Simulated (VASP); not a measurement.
Crystal: P5C.

```xyz
6
Lattice="4.6351 0.0000 0.0000 -2.3175 4.0141 0.0000 0.0000 0.0000 6.2919" Properties=species:S:1:pos:R:3 pbc="T T T"
P     2.3175    1.3380    5.0083
P     0.0000    0.0000    0.0000
P     2.3175    1.3380    1.2836
P     0.0000    2.6761    1.2836
P     0.0000    2.6761    5.0083
C     0.0000    0.0000    3.1459
```

The cell was generated, and may not be a known phase.

```yaml
Program: VASP 6.6.1
Task: relaxation of cell and atoms
Functional: PBE
Potentials_or_basis: VASP PAW PBE potentials, release 64 (P, C)
Cutoff: 600 eV
k_mesh: 6 × 6 × 4
Occupations: gaussian, width 0.1 eV
Spin: collinear spin
Starting_moments: "[0.0, 0.0, 0.0, 0.0, 0.0, 1.0] μB"
```

At the start: pressure -12.7 GPa; volume 19.51 Å³/atom.

Where does the relaxation end?

Over 23 steps the energy falls by 476.8 meV/atom and the volume is 12.89 Å³/atom (-33.9 %); space group P6/mmm (No. 191, to 0.1 Å) before and after; moment 0.00 μB per cell.

The path:
```csv
step,energy change (eV),largest force (eV/Å),pressure (GPa),volume (Å³)
1,0.0000,1.4069,-12.66,117.06
2,-1.4011,0.4666,1.62,92.79
3,-1.4064,0.2741,0.29,94.01
4,-1.5505,0.4490,0.64,93.24
5,-1.4897,3.1613,2.40,90.33
6,-1.6538,1.4515,1.11,92.06
7,-1.7032,1.3933,0.34,92.00
8,-1.8308,1.3591,-2.16,91.75
9,-2.0563,1.2775,-5.49,91.02
10,-1.8789,0.4551,-3.51,88.62
11,-1.9359,1.2252,-5.78,89.57
12,-2.0672,0.7985,-5.41,88.08
13,-2.0870,0.3641,-4.53,87.31
14,-2.2457,0.2897,-4.76,86.22
15,-2.5288,0.0501,-5.05,83.82
16,-2.8424,0.2066,-1.68,78.89
17,-2.8408,0.2119,-0.04,77.38
18,-2.8517,0.2077,-0.97,78.24
19,-2.8518,0.2098,-0.76,78.05
20,-2.8578,0.1363,-0.13,77.60
21,-2.8599,0.0679,0.49,77.14
22,-2.8599,0.0628,0.54,77.11
23,-2.8611,0.0386,0.23,77.35
```

Final structure:
```
P C
1.0
     4.34455    0.00000    0.00000
    -2.17227    3.76249    0.00000
     0.00000    0.00000    4.73213
P C
5 1
Direct
  0.66667 0.33333 0.74238
  0.00000 0.00000 0.00000
  0.66667 0.33333 0.25762
  0.33333 0.66667 0.25762
  0.33333 0.66667 0.74238
  0.00000 0.00000 0.50000
```

Caveat: the volume moved by over 15 % at a fixed basis, so the end points are rough.
